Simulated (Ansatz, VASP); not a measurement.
**ZrTi3C4 in VASP and in Ansatz**

The input INCAR:

```
SYSTEM = ZrTi3C4
PREC     = Accurate       ! precision mode
ENCUT    = 600            ! plane-wave cutoff, eV
EDIFF    = 1E-6           ! SCF threshold, eV
ISMEAR   = 0              ! smearing method
SIGMA    = 0.1            ! smearing width, eV
LREAL    = .False.        ! projectors in reciprocal space
LASPH    = .True.         ! aspherical terms in the spheres
NELM     = 100            ! most SCF steps
ALGO     = Normal         ! electronic algorithm
ISIF     = 3              ! what is computed and relaxed
LWAVE    = .False.        ! write WAVECAR
LCHARG   = .False.        ! write CHGCAR
GGA      = PE             ! functional
IBRION   = 2              ! ionic algorithm
NSW      = 100            ! ionic steps
EDIFFG   = -0.01          ! ionic threshold
```

KPOINTS

```
Automatic mesh
0
Gamma
  8 8 8
  0 0 0
```

File POSCAR:

```
ZrTi3C4
1.0
    4.4440955529      0.0000000000      0.0000000000
    0.0000000000      4.4440955529      0.0000000000
    0.0000000000      0.0000000000      4.4440955529
Zr Ti C
1 3 4
Direct
    0.0000000000      0.0000000000      0.0000000000
    0.5000000000      0.0000000000      0.5000000000
    0.5000000000      0.5000000000      0.0000000000
    0.0000000000      0.5000000000      0.5000000000
    0.0000000000      0.5000000000      0.0000000000
    0.5000000000      0.5000000000      0.5000000000
    0.0000000000      0.0000000000      0.5000000000
    0.5000000000      0.0000000000      0.0000000000
```

Input for Ansatz:

```yaml
crystal:
  lattice:
    - [4.4440955529, 0.0, 0.0]
    - [0.0, 4.4440955529, 0.0]
    - [0.0, 0.0, 4.4440955529]
  atoms:
    - { symbol: Zr, position: [0.0, 0.0, 0.0] }
    - { symbol: Ti, position: [0.5, 0.0, 0.5] }
    - { symbol: Ti, position: [0.5, 0.5, 0.0] }
    - { symbol: Ti, position: [0.0, 0.5, 0.5] }
    - { symbol: C, position: [0.0, 0.5, 0.0] }
    - { symbol: C, position: [0.5, 0.5, 0.5] }
    - { symbol: C, position: [0.0, 0.0, 0.5] }
    - { symbol: C, position: [0.5, 0.0, 0.0] }
basis:
  ecutwfc: 420
kpoints:
  mp_grid: { grid: [8, 8, 8] }
hamiltonian:
  xc: pbe
scf:
  occupations: { method: gaussian, width: 0.1 }
output:
  forces: true
  stress: true
  eigenvalues: true
  write_density: true
  write_potential: true
  elf: true
  volumetric_format: npy
relax:
  adjacent_minimum: "off"
  f_tol: 0.01
  max_steps: 80
  cell: { stress_tol: 0.05 }
```

Alike in both runs: task relaxation of cell and atoms; functional PBE; k mesh 8 × 8 × 8; occupations gaussian, width 0.1 eV; no spin polarisation.

```csv
,VASP,Ansatz
version,VASP 6.6.1,Ansatz 0.2.0
potentials or method,"VASP PAW PBE potentials, release 64 (Zr_sv, Ti_sv, C), cutoff 600 eV","scalar-relativistic, plane waves, PAW"
valence electrons in the cell,64,64
```

Ansatz gave:

```
gap on the k mesh at the Fermi level, each at its own relaxed structure (eV)  : none
relaxed volume (Å³/atom)                                                      : 10.97
relaxed length of the cell vector where the two differ most in proportion (Å) : 4.444
```

Problem. What did VASP give for the same quantities?

Solution. gap on the k mesh at the Fermi level, each at its own relaxed structure (eV): none; relaxed volume (Å³/atom): 10.98; relaxed length of the cell vector where the two differ most in proportion (Å): 4.445.

A gap of «none» marks a metal or a gap that the smearing closes.
